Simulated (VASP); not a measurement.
The system is Hf.

```
Hf
1.0
     3.15755    0.00000    0.00000
    -1.57878    2.73452    0.00000
     0.00000    0.00000    5.00530
Hf
2
Direct
  0.33333 0.66667 0.25000
  0.66667 0.33333 0.75000
```

Base run:

| Quantity | Value |
| --- | --- |
| Program | VASP 6.6.1 |
| Functional | PBE |
| Potentials or basis | VASP PAW PBE potentials, release 64 (Hf_pv) |
| Cutoff | 520 eV |
| k mesh | 9 × 9 × 5 |
| Occupations | fermi-dirac, width 0.05 eV |
| Spin | no spin polarisation |

Its results: band gap on the k mesh zero (band 10 reaches 6.36 eV, above the bottom of band 11 at 4.81 eV); pressure 4.2 GPa.

Question: The run is repeated on the same cell with these changes: functional from PBE to PBEsol; further incar settings from ALGO = Normal; EDIFF = 1e-07; NBANDS = 17 to ALGO = Normal; EDIFF = 1e-06; NBANDS = 17. What comes out?

Answer: Band gap on the k mesh zero (band 10 reaches 6.18 eV, above the bottom of band 11 at 4.66 eV); pressure -0.5 GPa.

Caveats: spin-orbit coupling is left out, which moves the levels of the heavy elements; the PAW data sets were made with another functional, which shifts forces and pressure a little (some runs).
